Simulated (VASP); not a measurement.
# TiN (Fm-3m) in VASP: further runs

The runs below take TiN through relaxation of cell and atoms, with PBEsol.

All numbers are computed with VASP 6.6.1; they aren't measurements. Logs are shortened: lines on timing, memory, paths and dates and some standing lists are left out, and cuts for length are marked.

## 1. The cell of the first run

The structure is cubic, space group Fm-3m (No. 225). Conventional cell: a = 4.086 Å, b = 4.086 Å, c = 4.086 Å, α = 90.00°, β = 90.00°, γ = 90.00°. Within 2.7 Å of Ti (site symmetry m-3m) lie 6 N at 2.04 Å. Within 2.7 Å of N (site symmetry m-3m) lie 6 Ti at 2.04 Å.

## 2. Relaxation of cell and atoms, PBEsol, target pressure 30 GPa, at which the enthalpy is minimised

The input, INCAR:

```
SYSTEM = TiN
PREC     = Accurate       ! precision mode
ENCUT    = 600            ! plane-wave cutoff, eV
EDIFF    = 1E-7           ! SCF threshold, eV
ISMEAR   = 0              ! smearing method
SIGMA    = 0.1            ! smearing width, eV
LREAL    = .False.        ! projectors in reciprocal space
LASPH    = .True.         ! aspherical terms in the spheres
NELM     = 60             ! most SCF steps
ALGO     = Normal         ! electronic algorithm
ISIF     = 3              ! what is computed and relaxed
LWAVE    = .False.        ! write WAVECAR
LCHARG   = .False.        ! write CHGCAR
GGA      = PS             ! functional
IBRION   = 2              ! ionic algorithm
NSW      = 70             ! ionic steps
EDIFFG   = -0.008         ! ionic threshold
PSTRESS  = 300.0
```

The input, KPOINTS:

```
Automatic mesh
0
Gamma
  18 18 18
  0 0 0
```

The input, POSCAR:

```
TiN
1.0
    0.0000000000      2.0431738506      2.0431738506
    2.0431738506      0.0000000000      2.0431738506
    2.0431738506      2.0431738506      0.0000000000
Ti N
1 1
Direct
    0.0000000000      0.0000000000      0.0000000000
    0.5000000000      0.5000000000      0.5000000000
```

Potentials or basis: VASP PAW PBE potentials, release 64 (Ti_sv, N).

Started as:

```sh
$ cat potpaw_PBE.64/Ti_sv/POTCAR potpaw_PBE.64/N/POTCAR > POTCAR
$ mpirun -np 1 vasp_std > vasp.out
```

OUTCAR:

```text
SYSTEM = TiN
   PREC = Accurate
   ENCUT = 600
   EDIFF = 1E-7
   ISMEAR = 0
   LREAL = .False.
   LASPH = .True.
   NELM = 60
   ISIF = 3
   GGA = PS
   IBRION = 2
   NSW = 70
   EDIFFG = -0.008
   PSTRESS = 300.0

 ion  position               nearest neighbor table
   1  0.000  0.000  0.000-   2 2.04   2 2.04   2 2.04   2 2.04   2 2.04   2 2.04
   2  0.500  0.500  0.500-   1 2.04   1 2.04   1 2.04   1 2.04   1 2.04   1 2.04

  LATTYP: Found a face centered cubic cell.
 ALAT       =     4.0863477012

  Lattice vectors:

 A1 = (   0.0000000000,   2.0431738506,   2.0431738506)
 A2 = (   2.0431738506,   0.0000000000,   2.0431738506)
 A3 = (   2.0431738506,   2.0431738506,   0.0000000000)

Analysis of symmetry for initial positions (statically):
=====================================================================
 Subroutine PRICEL returns:
 Original cell was already a primitive cell.

 Routine SETGRP: Setting up the symmetry group for a
 face centered cubic supercell.

 Subroutine GETGRP returns: Found 48 space group operations
 (whereof 48 operations were pure point group operations)
 out of a pool of 48 trial point group operations.

The static configuration has the point symmetry O_h .

Analysis of symmetry for dynamics (positions and initial velocities):
=====================================================================
 Subroutine PRICEL returns:
 Original cell was already a primitive cell.

 Routine SETGRP: Setting up the symmetry group for a
 face centered cubic supercell.

 Subroutine GETGRP returns: Found 48 space group operations
 (whereof 48 operations were pure point group operations)
 out of a pool of 48 trial point group operations.

The dynamic configuration has the point symmetry O_h .

 Subroutine INISYM returns: Found 48 space group operations
 (whereof 48 operations are pure point group operations),
 and found     1 'primitive' translations

----------------------------------------------------------------------------------------

                                     Primitive cell

  volume of cell :      17.0587

  direct lattice vectors                    reciprocal lattice vectors
     0.000000000  2.043173851  2.043173851    -0.244717306  0.244717306  0.244717306
     2.043173851  0.000000000  2.043173851     0.244717306 -0.244717306  0.244717306
     2.043173851  2.043173851  0.000000000     0.244717306  0.244717306 -0.244717306

  length of vectors
     2.889484170  2.889484170  2.889484170     0.423862807  0.423862807  0.423862807

  position of ions in fractional coordinates (direct lattice)
     0.000000000  0.000000000  0.000000000
     0.500000000  0.500000000  0.500000000

  ion indices of the primitive-cell ions
   primitive index   ion index
                 1           1
                 2           2

----------------------------------------------------------------------------------------

 KPOINTS: Automatic mesh

Automatic generation of k-mesh.
 Grid dimensions read from file:
 generate k-points for:   18   18   18

 Generating k-lattice:

  Cartesian coordinates                     Fractional coordinates (reciprocal lattice)
    -0.013595406  0.013595406  0.013595406     0.055555556  0.000000000  0.000000000
     0.013595406 -0.013595406  0.013595406     0.000000000  0.055555556  0.000000000
     0.013595406  0.013595406 -0.013595406     0.000000000  0.000000000  0.055555556

  Length of vectors
     0.023547934  0.023547934  0.023547934

  Shift w.r.t. Gamma in fractional coordinates (k-lattice)
     0.000000000  0.000000000  0.000000000

 Subroutine IBZKPT returns following result:
 ===========================================

 Found    195 irreducible k-points:

 Following reciprocal coordinates:
            Coordinates               Weight
  0.000000  0.000000  0.000000      1.000000
  0.055556  0.000000  0.000000      8.000000
  0.111111  0.000000  0.000000      8.000000
  0.166667  0.000000  0.000000      8.000000
  0.222222  0.000000  0.000000      8.000000
  0.277778  0.000000  0.000000      8.000000
[... 16 lines left out ...]
 -0.277778  0.055556  0.000000     24.000000
 -0.222222  0.055556  0.000000     24.000000
 [... further k-points ...]
   k-points           NKPTS =    195   k-points in BZ     NKDIM =    195   number of bands    NBANDS=     12
   number of dos      NEDOS =    301   number of ions     NIONS =      2
   total plane-waves  NPLWV =  13824
   dimension x,y,z NGX =    24 NGY =   24 NGZ =   24
   dimension x,y,z NGXF=    48 NGYF=   48 NGZF=   48
   ions per type =               1   1
   NGX,Y,Z   is equivalent  to a cutoff of  13.81, 13.81, 13.81 a.u.
   NGXF,Y,Z  is equivalent  to a cutoff of  27.62, 27.62, 27.62 a.u.
 SYSTEM =  TiN
   PREC   = accura    normal or accurate (medium, high low for compatibility)
   ISTART =      0    job   : 0-new  1-cont  2-samecut
   ICHARG =      2    charge: 1-file 2-atom 10-const
   ISPIN  =      1    spin polarized calculation?
   LNONCOLLINEAR =      F non collinear calculations
   LSORBIT =      F    spin-orbit coupling
   LASPH  =      T    aspherical Exc in radial PAW
   ENCUT  =  600.0 eV  44.10 Ry    6.64 a.u.   5.77  5.77  5.77*2*pi/ulx,y,z
   NELM   =     60;   NELMIN=  2; NELMDL= -5     # of ELM steps
   EDIFF  = 0.1E-06   stopping-criterion for ELM
   LREAL  =      F    real-space projection
   EDIFFG = -.8E-02   stopping-criterion for IOM
   NSW    =     70    number of steps for IOM
   IBRION =      2    ionic relax: 0-MD 1-quasi-New 2-CG
   NFREE  =      1    steps in history (QN), initial steepest desc. (CG)
   ISIF   =      3    stress and relaxation
   ISYM   =      2    0-nonsym 1-usesym 2-fastsym
   POTIM  = 0.5000    time-step for ionic-motion
   TEBEG  =    0.0;   TEEND  =   0.0 temperature during run
   PSTRESS=  300.0 pullay stress
   NELECT =      17.0000    total number of electrons
   NUPDOWN=      -1.0000    fix difference up-down
   EMIN   =  10.00;   EMAX   =-10.00  energy-range for DOS
   EFERMI =   0.00;   METHOD = LEGACY
   ISMEAR =     0;   SIGMA  =   0.10  broadening in eV -4-tet -1-fermi 0-gaus
   EFERMI_NEDOS =   21; number of points for ismear=-14 and -15
   IALGO  =     38    algorithm
   IMIX   =      4    mixing-type and parameters
     AMIX     =   0.40;   BMIX     =  1.00
     AMIX_MAG =   1.60;   BMIX_MAG =  1.00
  volume/ion in A,a.u.               =       8.53        57.56
  Fermi-wavevector in a.u.,A,eV,Ry     =   1.635219  3.090115 36.381161  2.673940
  Thomas-Fermi vector in A             =   2.726728
   LORBIT       =      0    0 simple, 1 ext, 2 COOP (PROOUT), +10 PAW based schemes
   GGA     = PS    functional components
   LHFCALC =     F    Hartree Fock is set to
   AEXX    =    0.0000 exact exchange contribution
   IVDW    =     0    specifies the selected vdW correction
   LEPSILON=     F    determine dielectric tensor
   LRPA    =     F    only Hartree local field effects (RPA)
 conjugate gradient relaxation of ions
 non-spin polarized calculation
 Gauss-broadening in eV      SIGMA  =   0.10
  energy-cutoff  :      600.00
  volume of cell :       17.06
 maximum number of plane-waves:       588
   NGX = 11   NGY = 11   NGZ = 11

--------------------------------------- Ionic step        1  -------------------------------------------

 number of electron      17.0000003 magnetization

 Free energy of the ion-electron system (eV)
  ---------------------------------------------------
  ext. energy  EPLUGINS =         0.00000000
  ---------------------------------------------------
  free energy    TOTEN  =       -20.64264369 eV

  energy without entropy =      -20.63912508  energy(sigma->0) =      -20.64088439

------------------------ aborting loop because EDIFF is reached ----------------------------------------

  FORCE on cell =-STRESS in cart. coord.  units (eV):
  Direction    XX          YY          ZZ          XY          YZ          ZX
  --------------------------------------------------------------------------------------
  -------------------------------------------------------------------------------------
  Total        3.2994437      3.2994437      3.2994437      0.0000000      0.0000000      0.0000000
  in kB      309.8884213    309.8884213    309.8884213      0.0000000      0.0000000      0.0000000
  external PRESSURE =       9.8884213 kB  Pullay stress =     300.0000000 kB

 VOLUME and BASIS-vectors are now :
 -----------------------------------------------------------------------------
  energy-cutoff  :      600.00
  volume of cell :       17.06
      direct lattice vectors                 reciprocal lattice vectors
     0.000000000  2.043173851  2.043173851    -0.244717306  0.244717306  0.244717306
     2.043173851  0.000000000  2.043173851     0.244717306 -0.244717306  0.244717306
     2.043173851  2.043173851  0.000000000     0.244717306  0.244717306 -0.244717306
[... 46 lines left out ...]
  FREE ENERGIE OF THE ION-ELECTRON SYSTEM (eV)
  ---------------------------------------------------
  free  energy   TOTEN  =       -20.6665457759 eV

  energy  without entropy=      -20.6629857555  energy(sigma->0) =      -20.66476577

  enthalpy is  TOTEN    =       -17.4479886052 eV   P V=        3.2185571707

--------------------------------------- Ionic step        3  -------------------------------------------

 number of electron      17.0000003 magnetization

 Free energy of the ion-electron system (eV)
  ---------------------------------------------------
  ext. energy  EPLUGINS =         0.00000000
  ---------------------------------------------------
  free energy    TOTEN  =       -20.65028274 eV

  energy without entropy =      -20.64675141  energy(sigma->0) =      -20.64851707

 E-fermi :  12.8481     XC(G=0): -13.8395

 val. band max:       12.8082089798   @ k =  -0.3889   0.3333   0.0556
 cond. band min:      12.8539743175   @ k =   0.4444   0.2222   0.1111
 fundamental gap:      0.0457653377
 Fermi energy:        12.8480740249

 k-point     1 :       0.0000    0.0000    0.0000
  band No.  band energies     occupation
      1     -44.6050      2.00000
      2     -20.5839      2.00000
      3     -20.5839      2.00000
      4     -20.5839      2.00000
      5      -4.8559      2.00000
      6      10.6955      2.00000
      7      10.6955      2.00000
      8      10.6955      2.00000
      9      12.1106      2.00000
     10      12.1106      2.00000
     11      12.1106      2.00000
     12      13.5287      0.00000

 k-point     2 :       0.0556    0.0000    0.0000
  band No.  band energies     occupation
      1     -44.6002      2.00000
      2     -20.6158      2.00000
      3     -20.5863      2.00000
      4     -20.5863      2.00000
      5      -4.7818      2.00000
      6      10.2804      2.00000
      7      10.3707      2.00000
      8      10.3707      2.00000
      9      12.2256      2.00000
     10      12.2256      2.00000
     11      12.3501      2.00000
     12      13.8588      0.00000
[... 316 lines left out ...]
 k-point    24 :      -0.2222    0.0556    0.0000
  band No.  band energies     occupation
      1     -44.5264      2.00000
      2     -21.0659      2.00000
      3     -20.6544      2.00000
      4     -20.6084      2.00000
      5      -3.5893      2.00000
      6       6.9368      2.00000
      7       7.9720      2.00000
      8       8.3440      2.00000
      9      13.1170      0.00014
     10      13.3747      0.00000
     11      13.9528      0.00000
     12      16.3024      0.00000

 [... further k-points ...]

------------------------ aborting loop because EDIFF is reached ----------------------------------------

  FORCE on cell =-STRESS in cart. coord.  units (eV):
  Direction    XX          YY          ZZ          XY          YZ          ZX
  --------------------------------------------------------------------------------------
  -------------------------------------------------------------------------------------
  Total        3.2017142      3.2017142      3.2017142      0.0000000     -0.0000000      0.0000000
  in kB      300.0036015    300.0036015    300.0036015      0.0000000     -0.0000000      0.0000000
  external PRESSURE =       0.0036015 kB  Pullay stress =     300.0000000 kB

 VOLUME and BASIS-vectors are now :
 -----------------------------------------------------------------------------
  energy-cutoff  :      600.00
  volume of cell :       17.10
      direct lattice vectors                 reciprocal lattice vectors
     0.000000000  2.044775163  2.044775163    -0.244525662  0.244525662  0.244525662
     2.044775163  0.000000000  2.044775163     0.244525662 -0.244525662  0.244525662
     2.044775163  2.044775163  0.000000000     0.244525662  0.244525662 -0.244525662

 POSITION                                       TOTAL-FORCE (eV/Angst)
 -----------------------------------------------------------------------------------
      0.00000      0.00000      0.00000         0.000000     -0.000000      0.000000
      2.04478      2.04478      2.04478         0.000000      0.000000     -0.000000
 -----------------------------------------------------------------------------------
    total drift:                                0.000000     -0.000000     -0.000000

  FREE ENERGIE OF THE ION-ELECTRON SYSTEM (eV)
  ---------------------------------------------------
  free  energy   TOTEN  =       -20.6502827371 eV

  energy  without entropy=      -20.6467514067  energy(sigma->0) =      -20.64851707

  enthalpy is  TOTEN    =       -17.4486069466 eV   P V=        3.2016757905

 reached required accuracy - stopping structural energy minimisation
```

Wall time 52 s (1 thread of Intel Xeon 6975P-C (Granite Rapids), shared host); peak memory 0.18 GiB.

What came out:

```yaml
Free_energy: -20.6503 eV
Relaxed_volume: 8.55 Å³/atom
Relaxed_cell: a = 2.892 Å, b = 2.892 Å, c = 2.892 Å, α = 60.00°, β = 60.00°, γ = 60.00°
Space_group_after_relaxing_to_0.05_Å: Fm-3m (No. 225)
Energy_change_on_relaxing_the_enthalpy_is_what_falls: -3.8 meV/atom
Ionic_steps: 3
Pressure_after_relaxing: 30.0 GPa
```

The path:
| step | energy change (eV) | largest force (eV/Å) | pressure (GPa) | volume (Å³) |
| --- | --- | --- | --- | --- |
| 1 | 0.0000 | 0.0000 | 30.99 | 17.06 |
| 2 | -0.0239 | 0.0000 | 27.81 | 17.19 |
| 3 | -0.0076 | 0.0000 | 30.00 | 17.10 |

Final structure:
```xyz
2
Lattice="0.0000 2.0448 2.0448 2.0448 0.0000 2.0448 2.0448 2.0448 0.0000" Properties=species:S:1:pos:R:3 pbc="T T T"
Ti    0.0000    0.0000    0.0000
N     2.0448    2.0448    2.0448
```

Caveat: the cell is relaxed towards a set pressure, so the enthalpy falls and the energy may rise; the PAW data sets were made with another functional, which shifts forces and pressure a little.

[end of part 1 of 3]
